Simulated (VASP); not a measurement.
Input of a VASP 6.6.1 run:

INCAR

```
SYSTEM = ScAl5
ALGO = Fast
EDIFF = 1E-6
ENCUT = 520
GGA = PE
ISIF = 2
ISMEAR = 0
LASPH = .True.
LCHARG = .False.
LREAL = .False.
LWAVE = .False.
NBANDS = 22
NELM = 60
PREC = Accurate
SIGMA = 0.1
```

File KPOINTS:

```
k-points
0
Gamma
  6 6 2
  0 0 0
```

The input POSCAR:

```
ScAl5
1.0
    2.0582215800     -2.0519205258      0.0000000000
    2.0582215800      2.0519205258      0.0000000000
    0.0000000000      0.0000000000     12.3826523699
Sc Al
1 5
Direct
    0.0000000000      0.0000000000      0.5000000000
    0.0000000000      0.0000000000      0.8364938331
    0.5000000000      0.5000000000      0.0000000000
    0.0000000000      0.0000000000      0.1635061669
    0.5000000000      0.5000000000      0.3230756261
    0.5000000000      0.5000000000      0.6769243739
```

Potentials or basis: VASP PAW PBE potentials, release 64 (Sc_sv, Al).

Run with:

```bash
$ cat potpaw_PBE.64/Sc_sv/POTCAR potpaw_PBE.64/Al/POTCAR > POTCAR
$ mpirun -np 1 vasp_std > vasp.out
```

(1) Predict the pressure.

(2) Estimate the largest force.

## Answers

(1) 0.2 GPa.

(2) 0.019 eV/Å.

Caveat: the k points lie up to 0.36 Å⁻¹ apart, too coarse for converged energies and pressures of a metal.
